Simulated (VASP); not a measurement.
Input of a VASP 6.6.1 run:

POSCAR

```
Ag
1.0
    0.0000000000      1.9667967836      1.9667967836
    1.9667967836      0.0000000000      1.9667967836
    1.9667967836      1.9667967836      0.0000000000
Ag
1
Direct
    0.0000000000      0.0000000000      0.0000000000
```

INCAR.step1

```
  PREC = Accurate
  ENCUT = 520
  ISMEAR = -1
  SIGMA = 0.1
  LREAL = F
  LASPH = T
  NELM = 80
  NBANDS = 12
  GGA = PE
  ALGO = Normal
  EDIFF = 1E-4
  LWAVE = T
  LCHARG = F
```

File INCAR.step2:

```
  PREC = Accurate
  ENCUT = 520
  EDIFF = 1E-6
  ISMEAR = -1
  SIGMA = 0.1
  LREAL = F
  LASPH = T
  NELM = 80
  ALGO = Normal
  ISIF = 2
  LWAVE = F
  LCHARG = T
  METAGGA = R2SCAN
  LMIXTAU = T
  LELF = T
  LVHAR = T
  NBANDS = 12
  ISTART = 1
```

Contents of KPOINTS:

```
Automatic mesh
0
Gamma
  18 18 18
```

Potentials or basis: VASP PAW PBE potentials, release 64 (Ag).

The run is started by

```console
$ cat potpaw_PBE.64/Ag/POTCAR > POTCAR
$ cp INCAR.step1 INCAR
$ mpirun -np 1 vasp_std > vasp.out
$ cp INCAR.step2 INCAR
$ mpirun -np 1 vasp_std > vasp.out
```

Predict the pressure.

19.5 GPa.

Caveat: the PAW data sets were made with another functional, which shifts forces and pressure a little.
